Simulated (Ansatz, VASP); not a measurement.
Two plane-wave programs on Mo

```
Mo
1.0
     2.55475    0.00000    0.00000
     0.00000    2.55475    0.00000
     0.00000    0.00000    2.55475
Mo
1
Direct
  0.00000 0.00000 0.00000
```

Alike in both runs: functional LDA; k mesh 17 × 17 × 17; occupations fermi-dirac, width 0.05 eV; no spin polarisation.

Ansatz relaxed the structure, and its values are those at the end. VASP's run is a single point on that final structure, the one shown.

|  | VASP | Ansatz |
| --- | --- | --- |
| version | VASP 6.6.1 | Ansatz 0.2.0 |
| potentials or method | VASP PAW LDA potentials, release 64 (Mo_sv) | PAW with Ansatz's default frozen-core files, scalar-relativistic |
| plane-wave cutoff (eV) | 520 | 420 |
| valence electrons in the cell | 14 | 14 |

```csv
,VASP,Ansatz,Ansatz less VASP
pressure (GPa),1.0,0.0,-1.01
```

LDA's correlation is that of Perdew and Zunger in VASP and of Perdew and Wang (1992) in Ansatz.
